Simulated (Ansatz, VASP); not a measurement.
One calculation of SrAl2Te3, two programs

```xyz
6
Lattice="7.4032 0.0000 0.0000 -3.7016 6.4114 0.0000 0.0000 0.0000 3.8721" Properties=species:S:1:pos:R:3 pbc="T T T"
Sr    0.0000    0.0000    0.0000
Al    0.0000    4.2742    0.0000
Al    3.7016    2.1371    0.0000
Te    3.7016    0.0000    1.9361
Te    1.8508    3.2057    1.9361
Te   -1.8508    3.2057    1.9361
```

Alike in both runs: task relaxation of cell and atoms; functional PBE; k mesh 6 × 6 × 10; occupations gaussian, width 0.1 eV; no spin polarisation.

|  | VASP | Ansatz |
| --- | --- | --- |
| version | VASP 6.6.1 | Ansatz 0.2.0 |
| potentials or method | VASP PAW PBE potentials, release 64 (Sr_sv, Al, Te), cutoff 600 eV | scalar-relativistic, plane waves, PAW |
| valence electrons in the cell | 34 | 64 |

Ansatz gave:

```
gap on the k mesh at the Fermi level, each at its own relaxed structure (eV) : none
relaxed volume (Å³/atom)                                                     : 30.88
relaxed cell length with the largest relative difference (Å)                 : 3.801
```

Question: Estimate VASP's values.

Answer: gap on the k mesh at the Fermi level, each at its own relaxed structure (eV): none; relaxed volume (Å³/atom): 30.93; relaxed cell length with the largest relative difference (Å): 3.803.

A gap of «none» marks a metal or a gap that the smearing closes. VASP's potentials hold 34 valence electrons a cell and Ansatz's 64, so a difference there can come from the potentials and not from the codes.

Spin-orbit coupling is off throughout.
